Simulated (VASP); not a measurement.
# TePb (I4/mmm) in VASP: further runs, part 2 of 2

VASP 6.6.1. Earlier steps stand in the parts before.

### Step 3. Single point, r2SCAN (uniaxial z strain -3.0%)

Contents of POSCAR:

```
TePb
1.0
    0.0000000000      3.2678368488      3.1698017434
    3.2678368488      0.0000000000      3.1698017434
    3.2678368488      3.2678368488      0.0000000000
Pb Te
1 1
Direct
    0.0000000000      0.0000000000      0.0000000000
    0.5000000000      0.5000000000      0.5000000000
```

Contents of INCAR.step1:

```
SYSTEM = TePb
PREC = Accurate
ENCUT = 520
ISMEAR = 0
SIGMA = 0.01
LREAL = .False.
LASPH = .True.
NELM = 80
NBANDS = 17
GGA = PE
ALGO = Normal
EDIFF = 1E-4
LWAVE = .True.
LCHARG = .False.
```

Contents of INCAR.step2:

```
SYSTEM = TePb
PREC = Accurate
ENCUT = 520
EDIFF = 1E-6
ISMEAR = 0
SIGMA = 0.01
LREAL = .False.
LASPH = .True.
NELM = 80
ALGO = Normal
ISIF = 2
LWAVE = .False.
LCHARG = .False.
METAGGA = R2SCAN
LMIXTAU = .True.
NBANDS = 17
ISTART = 1
```

Contents of KPOINTS:

```
Automatic mesh
0
Gamma
  8 8 8
  0 0 0
```

Potentials or basis: VASP PAW PBE potentials, release 64 (Pb_d, Te).

Started as:

```bash
$ cat potpaw_PBE.64/Pb_d/POTCAR potpaw_PBE.64/Te/POTCAR > POTCAR
$ cp INCAR.step1 INCAR
$ mpirun -np 1 vasp_std > vasp.out
$ cp INCAR.step2 INCAR
$ mpirun -np 1 vasp_std > vasp.out
```

OUTCAR:

```text
SYSTEM = TePb
   PREC = Accurate
   ENCUT = 520
   EDIFF = 1E-6
   ISMEAR = 0
   LREAL = .False.
   LASPH = .True.
   NELM = 80
   ISIF = 2
   METAGGA = R2SCAN
   ISTART = 1

 ion  position               nearest neighbor table
   1  0.000  0.000  0.000-   2 3.17   2 3.17   2 3.27   2 3.27   2 3.27   2 3.27
   2  0.500  0.500  0.500-   1 3.17   1 3.17   1 3.27   1 3.27   1 3.27   1 3.27

  LATTYP: Found a body centered tetragonal cell.
 ALAT       =     4.6214191912
 C/A-ratio  =     1.3717871555

  Lattice vectors:

 A1 = (   0.0000000000,  -3.2678368488,  -3.1698017434)
 A2 = (   0.0000000000,   3.2678368488,  -3.1698017434)
 A3 = (   3.2678368488,   0.0000000000,   3.1698017434)

Analysis of symmetry for initial positions (statically):
=====================================================================
 Subroutine PRICEL returns:
 Original cell was already a primitive cell.

 Routine SETGRP: Setting up the symmetry group for a
 body centered tetragonal supercell.

 Subroutine GETGRP returns: Found 16 space group operations
 (whereof 16 operations were pure point group operations)
 out of a pool of 16 trial point group operations.

The static configuration has the point symmetry D_4h.

Analysis of symmetry for dynamics (positions and initial velocities):
=====================================================================
 Subroutine PRICEL returns:
 Original cell was already a primitive cell.

 Routine SETGRP: Setting up the symmetry group for a
 body centered tetragonal supercell.

 Subroutine GETGRP returns: Found 16 space group operations
 (whereof 16 operations were pure point group operations)
 out of a pool of 16 trial point group operations.

The dynamic configuration has the point symmetry D_4h.

 Subroutine INISYM returns: Found 16 space group operations
 (whereof 16 operations are pure point group operations),
 and found     1 'primitive' translations

----------------------------------------------------------------------------------------

                                     Primitive cell

  volume of cell :      67.6991

  direct lattice vectors                    reciprocal lattice vectors
     0.000000000  3.267836849  3.169801743    -0.153006415  0.153006415  0.157738572
     3.267836849  0.000000000  3.169801743     0.153006415 -0.153006415  0.157738572
     3.267836849  3.267836849  0.000000000     0.153006415  0.153006415 -0.157738572

  length of vectors
     4.552625700  4.552625700  4.621419191     0.267774874  0.267774874  0.267774874

  position of ions in fractional coordinates (direct lattice)
     0.000000000  0.000000000  0.000000000
     0.500000000  0.500000000  0.500000000

  ion indices of the primitive-cell ions
   primitive index   ion index
                 1           1
                 2           2

----------------------------------------------------------------------------------------

 KPOINTS: Automatic mesh

Automatic generation of k-mesh.
 Grid dimensions read from file:
 generate k-points for:    8    8    8

 Generating k-lattice:

  Cartesian coordinates                     Fractional coordinates (reciprocal lattice)
    -0.019125802  0.019125802  0.019717321     0.125000000 -0.000000000  0.000000000
     0.019125802 -0.019125802  0.019717321    -0.000000000  0.125000000  0.000000000
     0.019125802  0.019125802 -0.019717321     0.000000000  0.000000000  0.125000000

  Length of vectors
     0.033471859  0.033471859  0.033471859

  Shift w.r.t. Gamma in fractional coordinates (k-lattice)
     0.000000000  0.000000000  0.000000000

 Subroutine IBZKPT returns following result:
 ===========================================

 Found     59 irreducible k-points:

 Following reciprocal coordinates:
            Coordinates               Weight
  0.000000  0.000000  0.000000      1.000000
  0.125000  0.000000  0.000000      8.000000
  0.250000  0.000000  0.000000      8.000000
  0.375000  0.000000  0.000000      8.000000
  0.500000  0.000000  0.000000      4.000000
  0.125000  0.125000  0.000000      2.000000
[... 16 lines left out ...]
  0.250000  0.000000  0.125000     16.000000
  0.375000  0.000000  0.125000     16.000000
 [... further k-points ...]
   k-points           NKPTS =     59   k-points in BZ     NKDIM =     59   number of bands    NBANDS=     17
   number of dos      NEDOS =    301   number of ions     NIONS =      2
   total plane-waves  NPLWV =  46656
   dimension x,y,z NGX =    36 NGY =   36 NGZ =   36
   dimension x,y,z NGXF=    72 NGYF=   72 NGZF=   72
   ions per type =               1   1
   NGX,Y,Z   is equivalent  to a cutoff of  13.15, 13.15, 12.95 a.u.
   NGXF,Y,Z  is equivalent  to a cutoff of  26.29, 26.29, 25.90 a.u.
 SYSTEM =  TePb
   PREC   = accura    normal or accurate (medium, high low for compatibility)
   ISTART =      1    job   : 0-new  1-cont  2-samecut
   ICHARG =      0    charge: 1-file 2-atom 10-const
   ISPIN  =      1    spin polarized calculation?
   LNONCOLLINEAR =      F non collinear calculations
   LSORBIT =      F    spin-orbit coupling
   LASPH  =      T    aspherical Exc in radial PAW
   ENCUT  =  520.0 eV  38.22 Ry    6.18 a.u.   8.46  8.46  8.59*2*pi/ulx,y,z
   NELM   =     80;   NELMIN=  2; NELMDL=  0     # of ELM steps
   EDIFF  = 0.1E-05   stopping-criterion for ELM
   LREAL  =      F    real-space projection
   EDIFFG = 0.1E-04   stopping-criterion for IOM
   NSW    =      0    number of steps for IOM
   IBRION =     -1    ionic relax: 0-MD 1-quasi-New 2-CG
   NFREE  =      0    steps in history (QN), initial steepest desc. (CG)
   ISIF   =      2    stress and relaxation
   ISYM   =      2    0-nonsym 1-usesym 2-fastsym
   POTIM  = 0.5000    time-step for ionic-motion
   TEBEG  =    0.0;   TEEND  =   0.0 temperature during run
   PSTRESS=    0.0 pullay stress
   NELECT =      20.0000    total number of electrons
   NUPDOWN=      -1.0000    fix difference up-down
   EMIN   =  10.00;   EMAX   =-10.00  energy-range for DOS
   EFERMI =   0.00;   METHOD = LEGACY
   ISMEAR =     0;   SIGMA  =   0.01  broadening in eV -4-tet -1-fermi 0-gaus
   EFERMI_NEDOS =   21; number of points for ismear=-14 and -15
   IALGO  =     38    algorithm
   IMIX   =      4    mixing-type and parameters
     AMIX     =   0.40;   BMIX     =  1.00
     AMIX_MAG =   1.60;   BMIX_MAG =  1.00
  volume/ion in A,a.u.               =      33.85       228.43
  Fermi-wavevector in a.u.,A,eV,Ry     =   1.090328  2.060421 16.174816  1.188815
  Thomas-Fermi vector in A             =   2.226550
   LORBIT       =      0    0 simple, 1 ext, 2 COOP (PROOUT), +10 PAW based schemes
   METAGGA = R2SCAN    functional components
   LHFCALC =     F    Hartree Fock is set to
   AEXX    =    0.0000 exact exchange contribution
   IVDW    =     0    specifies the selected vdW correction
   LEPSILON=     F    determine dielectric tensor
   LRPA    =     F    only Hartree local field effects (RPA)
 non-spin polarized calculation
 Gauss-broadening in eV      SIGMA  =   0.01
  energy-cutoff  :      520.00
  volume of cell :       67.70
 maximum number of plane-waves:      1840
 NGX is ok and might be reduce to    36
   NGX = 17   NGY = 17   NGZ = 17

 number of electron      20.0000005 magnetization

 Free energy of the ion-electron system (eV)
  ---------------------------------------------------
  ext. energy  EPLUGINS =         0.00000000
  ---------------------------------------------------
  free energy    TOTEN  =       -82.68036921 eV

  energy without entropy =      -82.68036921  energy(sigma->0) =      -82.68036921

 E-fermi :   5.6204     XC(G=0):  -9.7974

 val. band max:        5.5012727319   @ k =   0.5000   0.0000   0.0000
 cond. band min:       6.4709560395   @ k =   0.5000   0.0000   0.0000
 fundamental gap:      0.9696833077
 Fermi energy:         5.6203722198

 k-point     1 :       0.0000    0.0000    0.0000
  band No.  band energies     occupation
      1     -11.9088      2.00000
      2     -11.8976      2.00000
      3     -11.8969      2.00000
      4     -11.8874      2.00000
      5     -11.8874      2.00000
      6      -7.0255      2.00000
[... 9 lines left out ...]
     16      11.7782      0.00000
     17      13.3179      0.00000
[... 441 lines left out ...]
 k-point    24 :       0.3750    0.0000    0.1250
  band No.  band energies     occupation
      1     -11.9267      2.00000
      2     -11.9073      2.00000
      3     -11.8892      2.00000
      4     -11.8818      2.00000
      5     -11.8726      2.00000
      6      -6.0159      2.00000
[... 9 lines left out ...]
     16      14.5260      0.00000
     17      16.2741      0.00000

 [... further k-points ...]

------------------------ aborting loop because EDIFF is reached ----------------------------------------

  FORCE on cell =-STRESS in cart. coord.  units (eV):
  Direction    XX          YY          ZZ          XY          YZ          ZX
  --------------------------------------------------------------------------------------
  -------------------------------------------------------------------------------------
  Total        0.0655996      0.0655996      1.7542765      0.0000000      0.0000000     -0.0000000
  in kB        1.5524907      1.5524907     41.5169842      0.0000000      0.0000000     -0.0000000
  external PRESSURE =      14.8739886 kB  Pullay stress =       0.0000000 kB

 VOLUME and BASIS-vectors are now :
 -----------------------------------------------------------------------------
  energy-cutoff  :      520.00
  volume of cell :       67.70
      direct lattice vectors                 reciprocal lattice vectors
     0.000000000  3.267836849  3.169801743    -0.153006415  0.153006415  0.157738572
     3.267836849  0.000000000  3.169801743     0.153006415 -0.153006415  0.157738572
     3.267836849  3.267836849  0.000000000     0.153006415  0.153006415 -0.157738572

 POSITION                                       TOTAL-FORCE (eV/Angst)
 -----------------------------------------------------------------------------------
      0.00000      0.00000      0.00000        -0.000000      0.000000      0.000000
      3.26784      3.26784      3.16980         0.000000     -0.000000     -0.000000
 -----------------------------------------------------------------------------------
    total drift:                               -0.000000      0.000000      0.000000

  FREE ENERGIE OF THE ION-ELECTRON SYSTEM (eV)
  ---------------------------------------------------
  free  energy   TOTEN  =       -82.6803692069 eV

  energy  without entropy=      -82.6803692069  energy(sigma->0) =      -82.68036921
```

OUTCAR.step1:

```text
SYSTEM = TePb
   PREC = Accurate
   ENCUT = 520
   ISMEAR = 0
   LREAL = .False.
   LASPH = .True.
[... 703 lines left out ...]
      0.00000      0.00000      0.00000         0.000000     -0.000000      0.000000
      3.26784      3.26784      3.16980        -0.000000      0.000000     -0.000000
 -----------------------------------------------------------------------------------
    total drift:                               -0.000000      0.000000      0.000000

  FREE ENERGIE OF THE ION-ELECTRON SYSTEM (eV)
  ---------------------------------------------------
  free  energy   TOTEN  =        -7.4878850096 eV

  energy  without entropy=       -7.4878850096  energy(sigma->0) =       -7.48788501
```

OSZICAR.step1:

```text
N       E                     dE             d eps       ncg     rms          rms(c)
DAV:   1     0.150694428813E+03    0.15069E+03   -0.91297E+03  2006   0.114E+03
DAV:   2     0.260904922520E+01   -0.14809E+03   -0.14367E+03  2098   0.291E+02
DAV:   3    -0.733200751810E+01   -0.99411E+01   -0.98835E+01  2629   0.828E+01
DAV:   4    -0.760067459974E+01   -0.26867E+00   -0.26846E+00  2557   0.153E+01
DAV:   5    -0.761179158345E+01   -0.11117E-01   -0.11117E-01  2789   0.284E+00    0.333E+00
DAV:   6    -0.748960782499E+01    0.12218E+00   -0.26821E-01  2930   0.359E+00    0.206E+00
DAV:   7    -0.748607840765E+01    0.35294E-02   -0.85545E-02  2492   0.143E+00    0.920E-01
DAV:   8    -0.748797012615E+01   -0.18917E-02   -0.10014E-02  2479   0.100E+00    0.153E-01
DAV:   9    -0.748785170175E+01    0.11842E-03   -0.13372E-03  2820   0.390E-01    0.689E-02
DAV:  10    -0.748788500960E+01   -0.33308E-04   -0.16900E-04  2078   0.101E-01
   1 F= -.74878850E+01 E0= -.74878850E+01  d E =-.282107E-27
```

It took 2.2 min on 1 thread of Intel Xeon Platinum 8488C (Sapphire Rapids), shared host; peak memory 0.26 GiB.

What came out:

| Quantity | Value |
| --- | --- |
| Free energy | -82.6804 eV |
| Pressure | 1.5 GPa |
| Band gap on the k mesh | 0.97 eV |

Stress tensor (GPa, compression positive):
```
0.16 0.00 0.00
0.00 0.16 0.00
0.00 0.00 4.15
```

Caveat: the cell differs from its parent crystal (uniaxial z strain -3.0%); the PAW data sets were made with another functional, which shifts forces and pressure a little; spin-orbit coupling is left out, which moves the levels of the heavy elements.
